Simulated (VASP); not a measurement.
# Si16HC16 (a cell with a defect) in VASP: notebook, part 2 of 2

VASP 6.6.1. Earlier steps stand in the parts before.

### Step 3. Single point, PBE

The input, INCAR:

```
SYSTEM = Si16HC16
ALGO = Normal ; EDIFF = 1E-6
ENCUT = 520 ; GGA = PE
GGA_COMPAT = .False. ; ISIF = 2
ISMEAR = -1 ; LASPH = .True.
LCHARG = .False. ; LREAL = Auto
LWAVE = .False. ; NBANDS = 86
NELECT = 130.0 ; NELM = 120
PREC = Accurate ; SIGMA = 0.01
```

The input, KPOINTS:

```
k-points
0
Gamma
  1 1 1
  0 0 0
```

The input, POSCAR:

```
Si16HC16
1.0
    6.1879230300      0.0000000600      0.0000000000
   -3.0939615600      5.3588985100      0.0000000000
    0.0000000000      0.0000000000     10.1287833600
Si C H
16 16 1
Direct
    0.3294716158      0.1626477864      0.9428138268
    0.1644261205      0.3354971151      0.4374159109
    0.0039371784      0.0043158122      0.6890176986
   -0.0008069255      0.0018981513      0.1868049629
    0.3374075810      0.6639287856      0.9367236580
    0.1660974501      0.8358346369      0.4386156602
   -0.0000651336      0.5039222137      0.6840058429
   -0.0010601189      0.5015666923      0.1879659118
    0.8310348611      0.1657243459      0.9362840198
    0.6673203790      0.3355730579      0.4373972512
    0.4966518553      0.0044895365      0.6889975579
    0.4991225775      0.0019796923      0.1868009151
    0.8225751776      0.6637906921      0.9367134890
    0.6667750338      0.8372552590      0.4386847701
    0.5025841994      0.5093054039      0.6894140937
    0.4953308557      0.4943959967      0.1927514817
    0.3372174266      0.1782974576      0.7516190967
    0.1626914584      0.3331981352      0.2503440848
    0.0009320869      0.0034563073      0.4998951819
   -0.0067826498     -0.0028793230     -0.0020706337
    0.3249136887      0.6714659689      0.7436972174
    0.1661213551      0.8358006746      0.2483033658
   -0.0012957738      0.5012043044      0.4953073653
   -0.0010134499      0.5017579630     -0.0009990341
    0.8326237812      0.1689332142      0.7465761416
    0.6668405566      0.3333099063      0.2503443809
    0.4989349548      0.0035779685      0.4998681303
    0.5002935572     -0.0027537431     -0.0020660922
    0.8421516011      0.6711907200      0.7437643528
    0.6648141914      0.8332721644      0.2495308578
    0.4997478638      0.5033803057      0.4986135867
    0.4888623637      0.4815808633      0.0101928333
    0.5825389280      0.6698729148      0.8523423488
```

Potentials or basis: VASP PAW PBE potentials, release 64 (Si, C, H).

On the command line:

```sh
> cat potpaw_PBE.64/Si/POTCAR potpaw_PBE.64/C/POTCAR potpaw_PBE.64/H/POTCAR > POTCAR
> mpirun -np 1 vasp_gam > vasp.out
```

OUTCAR:

```text
SYSTEM = Si16HC16
   EDIFF = 1E-6
   ENCUT = 520
   GGA = PE
   ISIF = 2
   ISMEAR = -1
   LASPH = .True.
   LREAL = Auto
   NELECT = 130.0
   NELM = 120
   PREC = Accurate

 ion  position               nearest neighbor table
   1  0.329  0.163  0.943-  32 1.84  28 1.89  20 1.89  17 1.94   4 3.04  12 3.04  13 3.08   5 3.08
                            16 3.09   9 3.09   9 3.09  11 3.11   3 3.11   5 3.11  13 3.11
   2  0.164  0.335  0.437-  23 1.87  19 1.89  18 1.89  31 1.90  16 3.05   7 3.07  10 3.08  14 3.08
                             8 3.09   6 3.09   6 3.10   4 3.10   3 3.11  14 3.11  10 3.11  15 3.13
   3  0.004  0.004  0.689-  29 1.87  25 1.89  17 1.90  19 1.92  11 3.05   9 3.08  15 3.08   7 3.08
                             6 3.09  13 3.10   7 3.10  15 3.11   2 3.11   1 3.11  14 3.11  11 3.14
   4  0.999  0.002  0.187-  18 1.89  22 1.89  30 1.90  20 1.91   1 3.04  16 3.06   8 3.09  12 3.09
                            12 3.09   8 3.10   9 3.10   2 3.10  14 3.11   6 3.11  13 3.11  16 3.13
   5  0.337  0.664  0.937-  33 1.73  28 1.89  24 1.92  32 1.94  21 1.96  13 3.00  15 3.04   1 3.08
                             9 3.08  11 3.10   9 3.11   1 3.11  12 3.11   8 3.13  16 3.13   7 3.13
   6  0.166  0.836  0.439-  23 1.88  19 1.89  27 1.89  22 1.93   7 3.06   2 3.09  10 3.09  11 3.09
                            14 3.09   3 3.09  14 3.09  10 3.10   2 3.10   8 3.11   4 3.11  12 3.11
   7  1.000  0.504  0.684-  21 1.84  29 1.84  25 1.90  23 1.91   6 3.06  10 3.07   2 3.07   3 3.08
                            11 3.09  15 3.09  15 3.09  11 3.10   3 3.10   9 3.13  13 3.13   5 3.13
   8  0.999  0.502  0.188-  26 1.89  18 1.89  22 1.89  24 1.91   2 3.09  10 3.09  12 3.09   4 3.09
                            16 3.09  16 3.09   4 3.10  12 3.10   6 3.11   9 3.12   5 3.13  13 3.13
   9  0.831  0.166  0.936-  28 1.88  20 1.88  24 1.91  25 1.92   3 3.08  11 3.08  13 3.08   5 3.08
                             1 3.09   1 3.09  12 3.10   4 3.10   5 3.11  13 3.11   8 3.12   7 3.13
  10  0.667  0.336  0.437-  23 1.87  27 1.89  26 1.89  31 1.90  16 3.05   7 3.07   2 3.08  14 3.08
[... 14 lines left out ...]
  18  0.163  0.333  0.250-  16 1.88   4 1.89   8 1.89   2 1.89
  19  0.001  0.003  0.500-   6 1.89   2 1.89  14 1.90   3 1.92
  20  0.993  0.997  0.998-   9 1.88   1 1.89  13 1.89   4 1.91
  21  0.325  0.671  0.744-   7 1.84  11 1.87  15 1.90   5 1.96
  22  0.166  0.836  0.248-  12 1.89   4 1.89   8 1.89   6 1.93
[... 8 lines left out ...]
  31  0.500  0.503  0.499-  14 1.89   2 1.90  10 1.90  15 1.93
  32  0.489  0.482  0.010-   1 1.84  16 1.85  13 1.94   5 1.94
  33  0.583  0.670  0.852-   5 1.73  13 1.73  15 1.86

  LATTYP: Found a hexagonal cell.
 ALAT       =     6.1879230300
 C/A-ratio  =     1.6368631786

  Lattice vectors:

 A1 = (   6.1879230300,   0.0000000600,   0.0000000000)
 A2 = (  -3.0939615600,   5.3588985100,   0.0000000000)
 A3 = (   0.0000000000,   0.0000000000,  10.1287833600)

Analysis of symmetry for initial positions (statically):
=====================================================================
 Subroutine PRICEL returns:
 Original cell was already a primitive cell.

 Routine SETGRP: Setting up the symmetry group for a
 hexagonal supercell.

 Subroutine GETGRP returns: Found  1 space group operations
 (whereof  1 operations were pure point group operations)
 out of a pool of 24 trial point group operations.

The static configuration has the point symmetry C_1 .

Analysis of symmetry for dynamics (positions and initial velocities):
=====================================================================
 Subroutine PRICEL returns:
 Original cell was already a primitive cell.

 Routine SETGRP: Setting up the symmetry group for a
 hexagonal supercell.

 Subroutine GETGRP returns: Found  1 space group operations
 (whereof  1 operations were pure point group operations)
 out of a pool of 24 trial point group operations.

The dynamic configuration has the point symmetry C_1 .

 Subroutine INISYM returns: Found  1 space group operations
 (whereof  1 operations are pure point group operations),
[... 123 lines left out ...]
   NGXF,Y,Z  is equivalent  to a cutoff of  25.79, 25.79, 26.26 a.u.
 SYSTEM =  Si16HC16
   PREC   = accura    normal or accurate (medium, high low for compatibility)
   ISTART =      0    job   : 0-new  1-cont  2-samecut
   ICHARG =      2    charge: 1-file 2-atom 10-const
   ISPIN  =      1    spin polarized calculation?
   LNONCOLLINEAR =      F non collinear calculations
   LSORBIT =      F    spin-orbit coupling
   LASPH  =      T    aspherical Exc in radial PAW
   ENCUT  =  520.0 eV  38.22 Ry    6.18 a.u.  11.51 11.51 18.83*2*pi/ulx,y,z
   NELM   =    120;   NELMIN=  2; NELMDL= -5     # of ELM steps
   EDIFF  = 0.1E-05   stopping-criterion for ELM
   LREAL  =      T    real-space projection
   EDIFFG = 0.1E-04   stopping-criterion for IOM
   NSW    =      0    number of steps for IOM
   IBRION =     -1    ionic relax: 0-MD 1-quasi-New 2-CG
   NFREE  =      0    steps in history (QN), initial steepest desc. (CG)
   ISIF   =      2    stress and relaxation
   ISYM   =      2    0-nonsym 1-usesym 2-fastsym
   POTIM  = 0.5000    time-step for ionic-motion
   TEBEG  =    0.0;   TEEND  =   0.0 temperature during run
   PSTRESS=    0.0 pullay stress
   NELECT =     130.0000    total number of electrons
   NUPDOWN=      -1.0000    fix difference up-down
   EMIN   =  10.00;   EMAX   =-10.00  energy-range for DOS
   EFERMI =   0.00;   METHOD = LEGACY
   ISMEAR =    -1;   SIGMA  =   0.01  broadening in eV -4-tet -1-fermi 0-gaus
   EFERMI_NEDOS =   21; number of points for ismear=-14 and -15
   IALGO  =     38    algorithm
   IMIX   =      4    mixing-type and parameters
     AMIX     =   0.40;   BMIX     =  1.00
     AMIX_MAG =   1.60;   BMIX_MAG =  1.00
  volume/ion in A,a.u.               =      10.18        68.68
  Fermi-wavevector in a.u.,A,eV,Ry     =   1.193063  2.254562 19.366523  1.423399
  Thomas-Fermi vector in A             =   2.329086
   LORBIT       =      0    0 simple, 1 ext, 2 COOP (PROOUT), +10 PAW based schemes
   GGA     = PE    functional components
   LHFCALC =     F    Hartree Fock is set to
   AEXX    =    0.0000 exact exchange contribution
   IVDW    =     0    specifies the selected vdW correction
   LEPSILON=     F    determine dielectric tensor
   LRPA    =     F    only Hartree local field effects (RPA)
 non-spin polarized calculation
  energy-cutoff  :      520.00
  volume of cell :      335.88
 maximum number of plane-waves:      4519
 NGX is ok and might be reduce to    48
   NGX = 23   NGY = 23   NGZ = 37

 number of electron     130.0000001 magnetization

 Free energy of the ion-electron system (eV)
  ---------------------------------------------------
  ext. energy  EPLUGINS =         0.00000000
  ---------------------------------------------------
  free energy    TOTEN  =      -212.38159661 eV

  energy without entropy =     -212.38159661  energy(sigma->0) =     -212.38159661

 E-fermi :   8.9619     XC(G=0): -11.2986

 val. band max:        8.6874074133   @ k =   0.0000   0.0000   0.0000
 cond. band min:      10.2047611351   @ k =   0.0000   0.0000   0.0000
 fundamental gap:      1.5173537219
 Fermi energy:         8.9619080925

 k-point     1 :       0.0000    0.0000    0.0000
  band No.  band energies     occupation
      1      -7.2871      2.00000
      2      -6.1539      2.00000
      3      -6.0232      2.00000
      4      -3.9298      2.00000
      5      -3.8511      2.00000
      6      -3.7803      2.00000
[... 69 lines left out ...]
     76      12.7111      0.00000
     77      12.8153      0.00000
 [bands above 77 left out]

------------------------ aborting loop because EDIFF is reached ----------------------------------------

  FORCE on cell =-STRESS in cart. coord.  units (eV):
  Direction    XX          YY          ZZ          XY          YZ          ZX
  --------------------------------------------------------------------------------------
  -------------------------------------------------------------------------------------
  Total       36.9428518     26.3393836      3.9628640      0.0203835     -1.9688926      0.0129085
  in kB      176.2232799    125.6430499     18.9034916      0.0972327     -9.3919307      0.0615756
  external PRESSURE =     106.9232738 kB  Pullay stress =       0.0000000 kB

 VOLUME and BASIS-vectors are now :
 -----------------------------------------------------------------------------
  energy-cutoff  :      520.00
  volume of cell :      335.88
      direct lattice vectors                 reciprocal lattice vectors
     6.187923030  0.000000060  0.000000000     0.161605112  0.093302757  0.000000000
    -3.093961560  5.358898510  0.000000000    -0.000000002  0.186605511  0.000000000
     0.000000000  0.000000000 10.128783360     0.000000000  0.000000000  0.098728541

 POSITION                                       TOTAL-FORCE (eV/Angst)
 -----------------------------------------------------------------------------------
      1.53552      0.87161      9.54956        -0.003495     -0.095702      0.105795
     -0.02056      1.79790      4.43049         0.001147     -0.033943     -0.036404
      0.01101      0.02313      6.97891        -0.027695      0.023868      0.039558
      6.17706      0.01017      1.89211         0.003605     -0.046696     -0.046564
      0.03368      3.55793      9.48787         0.083163     -0.096483     -0.018835
     -1.55824      4.47915      4.44264        -0.001214     -0.043816     -0.061930
[... 25 lines left out ...]
      1.53505      2.58074      0.10324        -0.005255     -0.252883      0.071117
      1.53214      3.58978      8.63319         0.016359      1.728247      0.303598
 -----------------------------------------------------------------------------------
    total drift:                                0.039129     -0.012400      0.034752

  FREE ENERGIE OF THE ION-ELECTRON SYSTEM (eV)
  ---------------------------------------------------
  free  energy   TOTEN  =      -212.3815966070 eV

  energy  without entropy=     -212.3815966070  energy(sigma->0) =     -212.38159661
```

It took 2.1 min on 1 thread of Intel Xeon 8259CL, shared host; peak memory 0.36 GiB.

Results:

* Free energy: -212.3816 eV
* Largest force: 1.755 eV/Å

Forces on the atoms (eV/Å):
```
Si  -0.003 -0.096  0.106
Si   0.001 -0.034 -0.036
Si  -0.028  0.024  0.040
Si   0.004 -0.047 -0.047
Si   0.083 -0.096 -0.019
Si  -0.001 -0.044 -0.062
Si   0.000 -0.108 -0.062
Si  -0.001 -0.049 -0.016
Si   0.002 -0.079  0.014
Si  -0.002 -0.034 -0.035
Si   0.021  0.022  0.040
Si  -0.008 -0.048 -0.045
Si  -0.089 -0.095 -0.015
Si   0.000 -0.048 -0.009
Si  -0.001  0.032 -0.024
Si  -0.001 -0.122 -0.020
C   -0.006  0.127  0.097
C   -0.007 -0.059 -0.002
C    0.012 -0.030  0.022
C   -0.034 -0.089 -0.042
C   -0.043 -0.057 -0.056
C    0.002 -0.049 -0.019
C    0.002 -0.055 -0.056
C    0.004 -0.050 -0.026
C   -0.001 -0.039  0.008
C    0.012 -0.060 -0.006
C   -0.013 -0.033  0.021
C    0.031 -0.090 -0.043
C    0.048 -0.049 -0.060
C    0.003 -0.080 -0.020
C    0.004 -0.040 -0.002
C   -0.005 -0.253  0.071
H    0.016  1.728  0.304
```

Caveat: the k points lie up to 1.17 Å⁻¹ apart, too coarse for converged energies, forces and pressures; the cell carries a net charge on a neutralising background, which shifts energy and pressure; the cell is charged against a uniform background, so pressure and absolute levels hang on convention.
